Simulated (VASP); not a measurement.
A run of VASP 6.6.1 is set up as follows.

Contents of INCAR:

```
SYSTEM = Ir
ALGO     = Normal         ! electronic algorithm
EDIFF    = 1E-7           ! SCF threshold, eV
ENCUT    = 520            ! plane-wave cutoff, eV
GGA      = PE             ! functional
ISIF     = 2              ! what is computed and relaxed
ISMEAR   = 0              ! smearing method
LASPH    = .TRUE.         ! aspherical terms in the spheres
LCHARG   = .FALSE.        ! write CHGCAR
LREAL    = .FALSE.        ! projectors in reciprocal space
LWAVE    = .FALSE.        ! write WAVECAR
NBANDS   = 20             ! bands
NELM     = 80             ! most SCF steps
PREC     = Accurate       ! precision mode
SIGMA    = 0.1            ! smearing width, eV
```

The input KPOINTS:

```
k-points
0
G
  14 14 14
  0 0 0
```

Contents of POSCAR:

```
Ir
1.0
    0.0000000000      2.9626424029      2.9626424029
    2.9626424029      0.0000000000      2.9626424029
    2.9626424029      2.9626424029      0.0000000000
Ir
3
Direct
    0.2500000000      0.2500000000      0.2500000000
    0.5000000000      0.5000000000      0.5000000000
    0.7500000000      0.7500000000      0.7500000000
```

Potentials or basis: VASP PAW PBE potentials, release 64 (Ir).

Command:

```console
$ cat potpaw_PBE.64/Ir/POTCAR > POTCAR
$ mpirun -np 1 vasp_std > vasp.out
```

What does it give for the pressure?

0.3 GPa.

Estimate the band gap on the k mesh.

zero (an odd number of electrons rules out a gap without spin polarisation).

Caveat: spin-orbit coupling is left out, which moves the levels of the heavy elements.
